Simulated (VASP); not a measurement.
**N: single point with LDA**

The system is N.

```xyz
2
Lattice="3.6290 0.0000 0.0000 -1.8145 3.1428 0.0000 0.0000 0.0000 5.8900" Properties=species:S:1:pos:R:3 pbc="T T T"
N     0.0000    2.3952    1.4725
N     1.8145    1.0476    4.4175
```

This cell differs from its parent crystal: +0.300) A along x and y.

- Program: VASP 6.6.1
- Task: single point
- Functional: LDA
- Potentials or basis: VASP PAW LDA potentials, release 64 (N)
- Cutoff: 520 eV
- k mesh: 12 × 12 × 6
- Occupations: gaussian, width 0.05 eV
- Spin: collinear spin, ferromagnetic start
- Starting moments: [3.18, 3.18] μB
- Dipole correction: no
- Further INCAR settings: ALGO = Normal; EDIFF = 1e-07; NBANDS = 16

```yaml
Pressure: -0.4 GPa
Largest_force: 0.008 eV/Å
Band_gap_on_the_k_mesh: 2.08 eV
Net_moment: 6.00 μB per cell
Site_moments: N +1.93 μB
Valence_electrons_inside_the_program's_atomic_spheres: N 3.24
```

Forces in eV/Å, atoms in the order of the input:
```
N    0.000 -0.008  0.000
N    0.000  0.008  0.000
```

Levels at points of the mesh, in eV from the valence-band top:
Spin up:
| k point | band 4 | band 5 | band 6 | band 7 | band 8 | band 9 | band 10 | band 11 | band 12 | band 13 |
| --- | --- | --- | --- | --- | --- | --- | --- | --- | --- | --- |
| (0.00, 0.00, 0.00) | -0.18 | -0.12 | -0.06 | 0.00 | 0.00 | 6.84 | 10.61 | 10.99 | 16.99 | 17.41 |
| (0.50, 0.00, 0.00) | -0.90 | -0.78 | -0.41 | -0.19 | -0.16 | 10.39 | 10.51 | 11.41 | 12.58 | 13.85 |
| (0.00, 0.50, 0.00) | -1.00 | -0.51 | -0.49 | -0.41 | -0.15 | 10.35 | 10.48 | 12.08 | 12.79 | 12.98 |
| (0.00, 0.00, 0.50) | -0.72 | -0.09 | -0.09 | -0.09 | -0.09 | 8.16 | 8.16 | 14.18 | 14.18 | 17.35 |
| (0.50, 0.00, 0.50) | -1.22 | -0.37 | -0.37 | -0.24 | -0.24 | 10.56 | 10.56 | 11.64 | 11.64 | 14.79 |
| (0.00, 0.50, 0.50) | -1.28 | -0.29 | -0.29 | -0.25 | -0.25 | 10.56 | 10.56 | 11.60 | 11.60 | 14.63 |
Spin down:
```csv
k point,band 1,band 2,band 3,band 4,band 5,band 6,band 7
"(0.00, 0.00, 0.00)",-8.07,-7.56,2.08,4.00,4.09,4.17,4.27
"(0.50, 0.00, 0.00)",-7.61,-7.38,2.22,2.81,3.04,3.63,3.93
"(0.00, 0.50, 0.00)",-7.50,-7.49,2.39,2.63,3.41,3.49,3.62
"(0.00, 0.00, 0.50)",-7.83,-7.83,3.02,3.02,4.13,4.13,4.13
"(0.50, 0.00, 0.50)",-7.49,-7.49,2.28,2.28,3.69,3.69,3.88
"(0.00, 0.50, 0.50)",-7.49,-7.49,2.19,2.19,3.82,3.82,3.87
```

It took 2.3 min on 1 thread of Intel(R) Xeon(R) 6975P-C (Granite Rapids), on a shared host, peak memory 0.33 GiB.

Caveat: the cell differs from its parent crystal (+0.300) A along x and y); the atoms stand far beyond bonding distance. A k mesh can miss the band edges.
